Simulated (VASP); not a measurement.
A run of VASP 6.6.1:

File INCAR:

```
  PREC = Accurate
  ENCUT = 520
  EDIFF = 1E-6
  ISMEAR = -1
  SIGMA = 0.15
  LREAL = False
  LASPH = True
  NELM = 60
  ALGO = Normal
  ISIF = 2
  LWAVE = False
  LCHARG = False
  GGA = PS
  NBANDS = 18
```

The input KPOINTS:

```
Automatic mesh
0
Gamma
  4 4 4
```

POSCAR

```
Br
1.0
    5.7700000000      0.0000000000      0.0000000000
    0.0000000000      5.7700000000      0.0000000000
    0.0000000000      0.0000000000      5.7700000000
Br
3
Direct
    0.0000000000      0.5000000000      0.5000000000
    0.5000000000      0.0000000000      0.5000000000
    0.5000000000      0.5000000000      0.0000000000
```

Potentials or basis: VASP PAW PBE potentials, release 64 (Br).

Launch:

```bash
$ cat potpaw_PBE.64/Br/POTCAR > POTCAR
$ mpirun -np 1 vasp_std > vasp.out
```

Hardware: 1 thread of Intel(R) Xeon(R) 6975P-C (Granite Rapids), with other jobs on the host.

How long does it take, and how much memory?

Wall time 14 s on 1 thread of Intel(R) Xeon(R) 6975P-C (Granite Rapids), with other jobs on the host, peak memory 0.3 GiB. Counts: scf iterations 12, k points 10.
